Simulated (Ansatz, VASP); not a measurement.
**PtSe2: VASP beside Ansatz**

INCAR

```
PREC     = Accurate       # precision mode
ENCUT    = 520            # plane-wave cutoff, eV
EDIFF    = 1E-6           # SCF threshold, eV
ISMEAR   = 0              # smearing method
SIGMA    = 0.15           # smearing width, eV
LREAL    = False          # projectors in reciprocal space
LASPH    = True           # aspherical terms in the spheres
NELM     = 60             # most SCF steps
ALGO     = Normal         # electronic algorithm
ISIF     = 2              # what is computed and relaxed
LWAVE    = False          # write WAVECAR
LCHARG   = False          # write CHGCAR
GGA      = PS             # functional
IVDW     = 12             # dispersion correction
NBANDS   = 18             # bands
```

The input KPOINTS:

```
Automatic mesh
0
Gamma
  12 12 8
```

POSCAR

```
PtSe2
1.0
    4.0192794499      0.0000000000      0.0000000000
   -2.0096397250      3.4807981086      0.0000000000
    0.0000000000      0.0000000000      4.6296715343
Pt Se
1 2
Direct
    0.0000000000      0.0000000000      0.0000000000
    0.3333333333      0.6666666667      0.2721511594
    0.6666666667      0.3333333333      0.7278488406
```

Input for Ansatz:

```yaml
crystal:
  lattice:
    - [4.0192794499, 0.0, 0.0]
    - [-2.009639725, 3.4807981086, 0.0]
    - [0.0, 0.0, 4.6296715343]
  atoms:
    - { symbol: Pt, position: [0.0, 0.0, 0.0] }
    - { symbol: Se, position: [0.3333333333, 0.6666666667, 0.2721511594] }
    - { symbol: Se, position: [0.6666666667, 0.3333333333, 0.7278488406] }
basis:
  ecutwfc: 420
kpoints:
  mp_grid: { grid: [12, 12, 8] }
hamiltonian:
  xc: pbesol
  pseudopotentials: { kind: paw, azcp: { folder: soft_1 } }
  dispersion: d3bj
scf:
  occupations: { method: gaussian, width: 0.15 }
output:
  forces: true
  stress: true
  eigenvalues: true
```

Change from the starting cell: normal strain along x +0.0750, normal strain along y +0.0750.

Alike in both runs: task single point; functional PBEsol; dispersion D3(BJ); k mesh 12 × 12 × 8; occupations gaussian, width 0.15 eV; no spin polarisation.

```csv
,VASP,Ansatz
version,VASP 6.6.1,Ansatz 0.2.0
potentials or method,"VASP PAW PBE potentials, release 64 (Pt, Se), cutoff 520 eV","scalar-relativistic, plane waves, PAW"
valence electrons in the cell,22,50
```

VASP gave:

- gap on the k mesh at the Fermi level (eV): none
- pressure (GPa): -16.0
- traceless stress, the component that is largest in VASP (GPa): 6.23
- rms of the force components (eV/Å): 0.480

**Question.** Estimate Ansatz's values.

**Answer.** gap on the k mesh at the Fermi level (eV): none; pressure (GPa): -16.0; traceless stress, the component that is largest in VASP (GPa): 6.24; rms of the force components (eV/Å): 0.483.

VASP's potentials were made for PBE, not for PBEsol, and Ansatz warns of the same on its side. Atom by atom the forces differ by 0.003 eV/Å (rms over components). A gap of «none» marks a metal or a gap that the smearing closes. VASP's potentials hold 22 valence electrons a cell and Ansatz's 50, so a difference there can come from the potentials and not from the codes.

Spin-orbit coupling is off throughout.
